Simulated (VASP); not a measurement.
Write the native input for VASP 6.6.1 that does the following.

```yaml
Task: single point
Functional: PBE
Potentials_or_basis: VASP PAW PBE potentials, release 64 (Ti_sv, Sn_d, Te)
Cutoff: 520 eV
k_mesh: 6 × 6 × 4
Occupations: gaussian, width 0.1 eV
Spin: no spin polarisation
Dipole_correction: no
Further_INCAR_settings: ALGO = Normal; EDIFF = 1e-07; NBANDS = 38
```

The structure of TiSn2Te3 lies in POSCAR:

```
TiSn2Te3
1.0
    5.6115983988      0.0000000000      0.0000000000
   -2.8057991994      4.8597867692      0.0000000000
    0.0000000000      0.0000000000      6.0631703628
Ti Sn Te
1 2 3
Direct
    0.3333333333      0.6666666667      0.0000000000
    0.0000000000      0.0000000000      0.5000000000
    0.3333333333      0.6666666667      0.5000000000
    0.6666666667      0.3333333333      0.5000000000
    0.0000000000      0.0000000000      0.0000000000
    0.6666666667      0.3333333333      0.0000000000
```

The cell was generated, and may not be a known phase.

The input as run:

INCAR

```
SYSTEM = TiSn2Te3
  PREC = Accurate
  ENCUT = 520
  EDIFF = 1E-7
  ISMEAR = 0
  SIGMA = 0.1
  LREAL = .False.
  LASPH = .True.
  NELM = 80
  ALGO = Normal
  ISIF = 2
  LWAVE = .False.
  LCHARG = .False.
  GGA = PE
  NBANDS = 38
```

KPOINTS

```
Automatic mesh
0
Gamma
  6 6 4
  0 0 0
```

Potentials or basis: VASP PAW PBE potentials, release 64 (Ti_sv, Sn_d, Te).

Command:

```console
$ cat potpaw_PBE.64/Ti_sv/POTCAR potpaw_PBE.64/Sn_d/POTCAR potpaw_PBE.64/Te/POTCAR > POTCAR
$ mpirun -np 1 vasp_std > vasp.out
```

It gave:

```yaml
Pressure: 0.0 GPa
Band_gap_on_the_k_mesh: zero (bands 29 and 30 overlap by 1.44 eV)
```

Caveat: spin-orbit coupling is left out, which moves the levels of the heavy elements.

It took 3.2 min on 1 thread of Intel Xeon 8259CL, on a shared host, peak memory 0.32 GiB.
